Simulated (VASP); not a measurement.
# NiGe (Pnma) in VASP: single point with PBEsol

Aim: the single point of NiGe with PBEsol.

Program: VASP 6.6.1. These are calculated values, not measurements. Logs are shortened: lines on timing, memory, paths and dates and some standing lists are left out, and cuts for length are marked.

**1. The cell of the first run**

It takes space group Pnma (No. 62, orthorhombic). The conventional cell has a = 5.311 Å, b = 3.440 Å, c = 5.739 Å, α = 90.00°, β = 90.00°, γ = 90.00°. Ni (site symmetry m) has 6 Ge at 2.32 to 2.49 Å and 4 Ni at 2.75 to 2.77 Å within 3.1 Å. Within 3.1 Å of Ge (site symmetry m) lie 6 Ni at 2.32 to 2.49 Å and 2 Ge at 2.83 Å.

**2. Single point, PBEsol**

Contents of POSCAR:

```
NiGe
1.0
    5.3107947965      0.0000000000      0.0000000000
    0.0000000000      3.4400167657      0.0000000000
    0.0000000000      0.0000000000      5.7392574950
Ni Ge
4 4
Direct
    0.9929865395      0.7500000000      0.1888713130
    0.0070134605      0.2500000000      0.8111286870
    0.5070134605      0.2500000000      0.6888713130
    0.4929865395      0.7500000000      0.3111286870
    0.8116425503      0.7500000000      0.5883967052
    0.1883574497      0.2500000000      0.4116032948
    0.6883574497      0.2500000000      0.0883967052
    0.3116425503      0.7500000000      0.9116032948
```

Contents of INCAR.step1:

```
SYSTEM = NiGe
PREC = Accurate
ENCUT = 520
EDIFF = 1E-6
ISMEAR = 0
SIGMA = 0.1
LREAL = .False.
LASPH = .True.
NELM = 80
ALGO = Fast
ISIF = 2
LWAVE = .False.
LCHARG = .True.
LMAXMIX = 4
GGA = PS
NBANDS = 58
```

Contents of KPOINTS.step1:

```
Automatic mesh
0
Gamma
  8 10 6
  0 0 0
```

Contents of INCAR.step2:

```
SYSTEM = NiGe
PREC = Accurate
ENCUT = 520
EDIFF = 1E-6
ISMEAR = -5
SIGMA = 0.1
LREAL = .False.
LASPH = .True.
NELM = 80
ALGO = Fast
ISIF = 2
LWAVE = .False.
LCHARG = .False.
LMAXMIX = 4
GGA = PS
LORBIT = 11
NBANDS = 58
NEDOS = 2001
ICHARG = 11
```

Contents of KPOINTS.step2:

```
Automatic mesh
0
Gamma
  12 15 9
  0 0 0
```

Potentials or basis: VASP PAW PBE potentials, release 64 (Ni, Ge_d).

Launch:

```console
> cat potpaw_PBE.64/Ni/POTCAR potpaw_PBE.64/Ge_d/POTCAR > POTCAR
> cp INCAR.step1 INCAR
> cp KPOINTS.step1 KPOINTS
> mpirun -np 1 vasp_std > vasp.out
> cp INCAR.step2 INCAR
> cp KPOINTS.step2 KPOINTS
> mpirun -np 1 vasp_std > vasp.out
```

OUTCAR:

```text
SYSTEM = NiGe
   PREC = Accurate
   ENCUT = 520
   EDIFF = 1E-6
   ISMEAR = -5
   LREAL = .False.
   LASPH = .True.
   NELM = 80
   ISIF = 2
   GGA = PS
   LORBIT = 11
   ICHARG = 11

 ion  position               nearest neighbor table
   1  0.993  0.750  0.189-   8 2.32   6 2.38   6 2.38   7 2.43   7 2.43   5 2.49   4 2.75   4 2.75
                             2 2.77   2 2.77
   2  0.007  0.250  0.811-   7 2.32   5 2.38   5 2.38   8 2.43   8 2.43   6 2.49   3 2.75   3 2.75
                             1 2.77   1 2.77
   3  0.507  0.250  0.689-   6 2.32   8 2.38   8 2.38   5 2.43   5 2.43   7 2.49   2 2.75   2 2.75
                             4 2.77   4 2.77
   4  0.493  0.750  0.311-   5 2.32   7 2.38   7 2.38   6 2.43   6 2.43   8 2.49   1 2.75   1 2.75
                             3 2.77   3 2.77
   5  0.812  0.750  0.588-   4 2.32   2 2.38   2 2.38   3 2.43   3 2.43   1 2.49   6 2.83   6 2.83

   6  0.188  0.250  0.412-   3 2.32   1 2.38   1 2.38   4 2.43   4 2.43   2 2.49   5 2.83   5 2.83

   7  0.688  0.250  0.088-   2 2.32   4 2.38   4 2.38   1 2.43   1 2.43   3 2.49   8 2.83   8 2.83

   8  0.312  0.750  0.912-   1 2.32   3 2.38   3 2.38   2 2.43   2 2.43   4 2.49   7 2.83   7 2.83

  LATTYP: Found a simple orthorhombic cell.
 ALAT       =     3.4400167657
 B/A-ratio  =     1.5438281724
 C/A-ratio  =     1.6683806754

  Lattice vectors:

 A1 = (   0.0000000000,  -3.4400167657,   0.0000000000)
 A2 = (   5.3107947965,   0.0000000000,   0.0000000000)
 A3 = (   0.0000000000,   0.0000000000,   5.7392574950)

Analysis of symmetry for initial positions (statically):
=====================================================================
 Subroutine PRICEL returns:
 Original cell was already a primitive cell.

 Routine SETGRP: Setting up the symmetry group for a
 simple orthorhombic supercell.

 Subroutine GETGRP returns: Found  8 space group operations
 (whereof  2 operations were pure point group operations)
 out of a pool of  8 trial point group operations.

The static configuration has the point symmetry S_2 .
 The point group associated with its full space group is D_2h.

Analysis of symmetry for dynamics (positions and initial velocities):
=====================================================================
 Subroutine PRICEL returns:
 Original cell was already a primitive cell.

 Routine SETGRP: Setting up the symmetry group for a
 simple orthorhombic supercell.

 Subroutine GETGRP returns: Found  8 space group operations
 (whereof  2 operations were pure point group operations)
 out of a pool of  8 trial point group operations.

The dynamic configuration has the point symmetry S_2 .
 The point group associated with its full space group is D_2h.

 Subroutine INISYM returns: Found  8 space group operations
 (whereof  2 operations are pure point group operations),
 and found     1 'primitive' translations

----------------------------------------------------------------------------------------

                                     Primitive cell

  volume of cell :     104.8518

  direct lattice vectors                    reciprocal lattice vectors
     5.310794796  0.000000000  0.000000000     0.188295733  0.000000000  0.000000000
     0.000000000  3.440016766  0.000000000     0.000000000  0.290696258  0.000000000
     0.000000000  0.000000000  5.739257495     0.000000000  0.000000000  0.174238567

  length of vectors
     5.310794796  3.440016766  5.739257495     0.188295733  0.290696258  0.174238567

  position of ions in fractional coordinates (direct lattice)
     0.992986540  0.750000000  0.188871313
     0.007013460  0.250000000  0.811128687
     0.507013460  0.250000000  0.688871313
     0.492986540  0.750000000  0.311128687
     0.811642550  0.750000000  0.588396705
     0.188357450  0.250000000  0.411603295
     0.688357450  0.250000000  0.088396705
     0.311642550  0.750000000  0.911603295

  ion indices of the primitive-cell ions
   primitive index   ion index
                 1           1
                 2           2
                 3           3
                 4           4
                 5           5
                 6           6
                 7           7
                 8           8

----------------------------------------------------------------------------------------

 KPOINTS: Automatic mesh

Automatic generation of k-mesh.
 Grid dimensions read from file:
 generate k-points for:   12   15    9

 Generating k-lattice:

  Cartesian coordinates                     Fractional coordinates (reciprocal lattice)
     0.015691311  0.000000000  0.000000000     0.083333333  0.000000000  0.000000000
     0.000000000  0.019379751  0.000000000     0.000000000  0.066666667  0.000000000
     0.000000000  0.000000000  0.019359841     0.000000000  0.000000000  0.111111111

  Length of vectors
     0.015691311  0.019379751  0.019359841

  Shift w.r.t. Gamma in fractional coordinates (k-lattice)
     0.000000000  0.000000000  0.000000000

 TETIRR: Found   4842 inequivalent tetrahedra from     9720

 Subroutine IBZKPT returns following result:
 ===========================================

 Found    280 irreducible k-points:

 Following reciprocal coordinates:
            Coordinates               Weight
  0.000000  0.000000  0.000000      1.000000
  0.083333  0.000000  0.000000      2.000000
  0.166667  0.000000  0.000000      2.000000
  0.250000  0.000000  0.000000      2.000000
  0.333333  0.000000  0.000000      2.000000
  0.416667  0.000000  0.000000      2.000000
[... 16 lines left out ...]
  0.083333  0.200000  0.000000      4.000000
  0.166667  0.200000  0.000000      4.000000
 [... further k-points ...]
   k-points           NKPTS =    280   k-points in BZ     NKDIM =    280   number of bands    NBANDS=     58
   number of dos      NEDOS =   2001   number of ions     NIONS =      8
   total plane-waves  NPLWV =  53760
   dimension x,y,z NGX =    40 NGY =   28 NGZ =   48
   dimension x,y,z NGXF=    80 NGYF=   56 NGZF=   96
   ions per type =               4   4
   NGX,Y,Z   is equivalent  to a cutoff of  12.52, 13.53, 13.90 a.u.
   NGXF,Y,Z  is equivalent  to a cutoff of  25.04, 27.06, 27.81 a.u.
 SYSTEM =  NiGe
   PREC   = accura    normal or accurate (medium, high low for compatibility)
   ISTART =      0    job   : 0-new  1-cont  2-samecut
   ICHARG =     11    charge: 1-file 2-atom 10-const
   ISPIN  =      1    spin polarized calculation?
   LNONCOLLINEAR =      F non collinear calculations
   LSORBIT =      F    spin-orbit coupling
   LASPH  =      T    aspherical Exc in radial PAW
   ENCUT  =  520.0 eV  38.22 Ry    6.18 a.u.   9.87  6.40 10.67*2*pi/ulx,y,z
   NELM   =     80;   NELMIN=  2; NELMDL=  0     # of ELM steps
   EDIFF  = 0.1E-05   stopping-criterion for ELM
   LREAL  =      F    real-space projection
[... 7 lines left out ...]
   TEBEG  =    0.0;   TEEND  =   0.0 temperature during run
   PSTRESS=    0.0 pullay stress
   NELECT =      96.0000    total number of electrons
   NUPDOWN=      -1.0000    fix difference up-down
   EMIN   =  10.00;   EMAX   =-10.00  energy-range for DOS
   EFERMI =   0.00;   METHOD = LEGACY
   ISMEAR =    -5;   SIGMA  =   0.10  broadening in eV -4-tet -1-fermi 0-gaus
   EFERMI_NEDOS =   21; number of points for ismear=-14 and -15
   IALGO  =     68    algorithm
   IMIX   =      4    mixing-type and parameters
     AMIX     =   0.40;   BMIX     =  1.00
     AMIX_MAG =   1.60;   BMIX_MAG =  1.00
  volume/ion in A,a.u.               =      13.11        88.45
  Fermi-wavevector in a.u.,A,eV,Ry     =   1.589669  3.004038 34.382559  2.527047
  Thomas-Fermi vector in A             =   2.688483
   LORBIT       =     11    0 simple, 1 ext, 2 COOP (PROOUT), +10 PAW based schemes
   GGA     = PS    functional components
   LHFCALC =     F    Hartree Fock is set to
   AEXX    =    0.0000 exact exchange contribution
   IVDW    =     0    specifies the selected vdW correction
   LEPSILON=     F    determine dielectric tensor
   LRPA    =     F    only Hartree local field effects (RPA)
 non-spin polarized calculation
 RMM-DIIS sequential band-by-band and
 Fermi weights with tetrahedron method with Bloechl corrections
  energy-cutoff  :      520.00
  volume of cell :      104.85
 maximum number of plane-waves:      2848
 NGX is ok and might be reduce to    40

 number of electron      96.0000027 magnetization

 Free energy of the ion-electron system (eV)
  ---------------------------------------------------
  ext. energy  EPLUGINS =         0.00000000
  ---------------------------------------------------
  free energy    TOTEN  =       -47.28399407 eV

  energy without entropy =      -47.28399407  energy(sigma->0) =      -47.28399407

 E-fermi :   9.0852     XC(G=0): -12.8251

 val. band max:        9.0962523847   @ k =   0.3333   0.0667   0.4444
 cond. band min:       9.0463178219   @ k =   0.3333   0.2667   0.2222
 fundamental gap:     -0.0499345628
 Fermi energy:         9.0852396784

 k-point     1 :       0.0000    0.0000    0.0000
  band No.  band energies     occupation
      1     -15.5596      2.00000
      2     -15.5453      2.00000
      3     -15.5373      2.00000
      4     -15.5348      2.00000
      5     -15.5186      2.00000
      6     -15.4971      2.00000
[... 50 lines left out ...]
     57      15.7830      0.00000
     58      16.3606      0.00000

 k-point     2 :       0.0833    0.0000    0.0000
  band No.  band energies     occupation
      1     -15.5593      2.00000
      2     -15.5455      2.00000
      3     -15.5370      2.00000
      4     -15.5346      2.00000
      5     -15.5186      2.00000
      6     -15.4972      2.00000
[... 50 lines left out ...]
     57      15.7511      0.00000
     58      16.0732      0.00000
[... 1279 lines left out ...]
     57      14.5194      0.00000
     58      17.1869      0.00000

 k-point    24 :       0.1667    0.2000    0.0000
  band No.  band energies     occupation
      1     -15.5590      2.00000
      2     -15.5483      2.00000
      3     -15.5281      2.00000
      4     -15.5205      2.00000
      5     -15.5178      2.00000
      6     -15.5109      2.00000
[... 50 lines left out ...]
     57      14.6060      0.00000
     58      17.2278      0.00000

 [... further k-points ...]
[... 5 lines left out ...]
  --------------------------------------------------------------------------------------
  -------------------------------------------------------------------------------------
  Total        0.1148594      0.1320733     -0.0432945     -0.0000000      0.0000000      0.0000000
  in kB        1.7550978      2.0181325     -0.6615567     -0.0000000      0.0000000      0.0000000
  external PRESSURE =       1.0372246 kB  Pullay stress =       0.0000000 kB

 VOLUME and BASIS-vectors are now :
 -----------------------------------------------------------------------------
  energy-cutoff  :      520.00
  volume of cell :      104.85
      direct lattice vectors                 reciprocal lattice vectors
     5.310794796  0.000000000  0.000000000     0.188295733  0.000000000  0.000000000
     0.000000000  3.440016766  0.000000000     0.000000000  0.290696258  0.000000000
     0.000000000  0.000000000  5.739257495     0.000000000  0.000000000  0.174238567

 POSITION                                       TOTAL-FORCE (eV/Angst)
 -----------------------------------------------------------------------------------
      5.27355      2.58001      1.08398        -0.008216      0.000000     -0.001419
      0.03725      0.86000      4.65528         0.008216     -0.000000      0.001419
      2.69264      0.86000      3.95361         0.008216      0.000000     -0.001419
      2.61815      2.58001      1.78565        -0.008216     -0.000000      0.001419
      4.31047      2.58001      3.37696        -0.022811     -0.000000      0.008319
      1.00033      0.86000      2.36230         0.022811      0.000000     -0.008319
      3.65573      0.86000      0.50733         0.022811     -0.000000      0.008319
      1.65507      2.58001      5.23193        -0.022811      0.000000     -0.008319
 -----------------------------------------------------------------------------------
    total drift:                               -0.000000      0.000000     -0.000000

  FREE ENERGIE OF THE ION-ELECTRON SYSTEM (eV)
  ---------------------------------------------------
  free  energy   TOTEN  =       -47.2839940678 eV

  energy  without entropy=      -47.2839940678  energy(sigma->0) =      -47.28399407

 total charge

# of ion       s       p       d       tot
------------------------------------------
    1        0.468   0.557   8.460   9.485
    2        0.468   0.557   8.460   9.485
    3        0.468   0.557   8.460   9.485
    4        0.468   0.557   8.460   9.485
    5        1.137   1.208  10.093  12.438
    6        1.137   1.208  10.093  12.438
    7        1.137   1.208  10.093  12.438
    8        1.137   1.208  10.093  12.438
--------------------------------------------------
tot          6.420   7.060  74.212  87.692
```

Run time: 52 min. Hardware: 1 thread of Oxide Virtual Turin-like, shared host; peak memory 1.1 GiB.

What came out:

```
Valence electrons inside the program's atomic spheres : Ni 9.48; Ge 12.44
```

Caveat: the PAW data sets were made with another functional, which shifts forces and pressure a little. Spin polarisation is off, so any magnetic state and its effect on volume and gap are missing.
